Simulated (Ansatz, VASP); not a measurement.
**One calculation of BaTiO3, two programs**

INCAR

```
PREC = Accurate ; ENCUT = 520
EDIFF = 1E-7 ; ISMEAR = 0
SIGMA = 0.01 ; LREAL = F
LASPH = T ; NELM = 80
ALGO = Normal ; ISIF = 2
LWAVE = F ; LCHARG = F
GGA = PS ; NBANDS = 28
```

File KPOINTS:

```
Automatic mesh
0
Gamma
  6 6 6
```

Contents of POSCAR:

```
BaTiO3
1.0
    3.9855000000      0.0000000000      0.0000000000
    0.0000000000      2.8369000000      2.8451500000
    0.0000000000     -2.8369000000      2.8451500000
Ba Ti O
1 1 3
Direct
    0.0000000000      0.0000000000      0.0000000000
    0.5000000000      0.5124000000      0.5124000000
    0.5000000000      0.9918400000      0.5052400000
    0.5000000000      0.5052400000      0.9918400000
    0.0000000000      0.4874000000      0.4874000000
```

input.yaml

```yaml
crystal:
  lattice:
    - [3.9855, 0.0, 0.0]
    - [0.0, 2.8369, 2.84515]
    - [0.0, -2.8369, 2.84515]
  atoms:
    - { symbol: Ba, position: [0.0, 0.0, 0.0] }
    - { symbol: Ti, position: [0.5, 0.5124, 0.5124] }
    - { symbol: O, position: [0.5, 0.99184, 0.50524] }
    - { symbol: O, position: [0.5, 0.50524, 0.99184] }
    - { symbol: O, position: [0.0, 0.4874, 0.4874] }
kpoints:
  mp_grid: { grid: [6, 6, 6] }
  band_path:
    path:
      - [0.0, 0.0, 0.0]
      - [0.0, 0.5, 0.5]
      - [0.5, 0.0, 0.0]
      - [0.5, 0.4985522663, -0.4985522663]
      - [0.5, 0.5014477337, 0.4985522663]
      - [0.0, 0.5, 0.0]
    npoints: 1
hamiltonian:
  xc: pbesol
scf:
  occupations: { method: fixed }
  n_extra_bands: 5
output:
  forces: true
  stress: true
  eigenvalues: true
  write_density: true
  write_potential: true
  elf: true
  volumetric_format: npy
```

Alike in both runs: functional PBEsol; k mesh 6 × 6 × 6; no spin polarisation.

|  | VASP | Ansatz |
| --- | --- | --- |
| version | VASP 6.6.1 | Ansatz 0.2.0 |
| potentials or method | VASP PAW PBE potentials, release 64 (Ba_sv, Ti_sv, O) | Ansatz PAW |
| plane-wave cutoff (eV) | 520 | 420 |
| occupations | gaussian, width 0.01 eV | fixed |
| valence electrons in the cell | 40 | 40 |
| task | single point | band structure |

|  | VASP | Ansatz | Ansatz less VASP |
| --- | --- | --- | --- |
| gap on the k mesh at the Fermi level (eV) | 1.80 | 1.87 | +0.064 |
| least direct gap on the mesh (eV) | 2.01 | 2.03 | +0.024 |
| pressure (GPa) | -2.1 | -3.9 | -1.82 |
| traceless stress, the component that is largest in VASP (GPa) | -0.37 | -0.37 | -0.006 |
| rms of the force components (eV/Å) | 0.132 | 0.136 | +0.0044 |

VASP's potentials were made for PBE, not for PBEsol. Atom by atom the forces differ by 0.012 eV/Å (rms over components).

Neither program's run includes spin-orbit coupling.
